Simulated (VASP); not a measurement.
Input of a VASP 6.6.1 run:

The input INCAR:

```
SYSTEM = P
PREC     = Accurate       ! precision mode
ENCUT    = 520            ! plane-wave cutoff, eV
EDIFF    = 1E-7           ! SCF threshold, eV
ISMEAR   = 0              ! smearing method
SIGMA    = 0.15           ! smearing width, eV
LREAL    = .False.        ! projectors in reciprocal space
LASPH    = .True.         ! aspherical terms in the spheres
NELM     = 60             ! most SCF steps
ALGO     = Normal         ! electronic algorithm
ISIF     = 2              ! what is computed and relaxed
LWAVE    = .False.        ! write WAVECAR
LCHARG   = .False.        ! write CHGCAR
GGA      = PE             ! functional
IVDW     = 12             ! dispersion correction
NBANDS   = 30             ! bands
```

Contents of KPOINTS:

```
Automatic mesh
0
Gamma
  12 12 12
  0 0 0
```

POSCAR

```
P
1.0
    0.0000000000     -4.8145205296      0.0000000000
   -4.8145205296      0.0000000000      0.0000000000
    0.0000000000      0.0000000000     -4.8147372170
P
8
Direct
    0.5000000000      0.5000000000      0.4065369552
    0.5000000000      0.5000000000      0.0000000000
    0.0000000000      0.5000000000      0.5000000000
    0.0000000000      0.5000000000      0.0000000000
    0.5000000000      0.0000000000      0.5000000000
    0.5000000000      0.0000000000      0.0000000000
    0.0000000000      0.0000000000      0.5000000000
    0.0000000000      0.0000000000      0.0000000000
```

Potentials or basis: VASP PAW PBE potentials, release 64 (P).

The run is started by

```sh
$ cat potpaw_PBE.64/P/POTCAR > POTCAR
$ mpirun -np 1 vasp_std > vasp.out
```

**Question.** Predict the dispersion energy per atom.

**Answer.** -0.506 eV.

**Question.** Estimate the pressure.

**Answer.** 4.7 GPa.

**Question.** Estimate the largest force.

**Answer.** 5.563 eV/Å.

Stress tensor (GPa, compression positive):
```
 1.01  0.00  0.00
 0.00  1.01  0.00
 0.00  0.00 11.98
```

Caveat: the cell differs from its parent crystal (atom 1 (P) moved +0.450 Å towards its neighbour atom 2 (P) at 2.407 Å); the stress differs along the axes, from 1 to 12 GPa; forces of over 1 eV/Å act on the atoms, so gaps and moduli don't describe the material at rest.
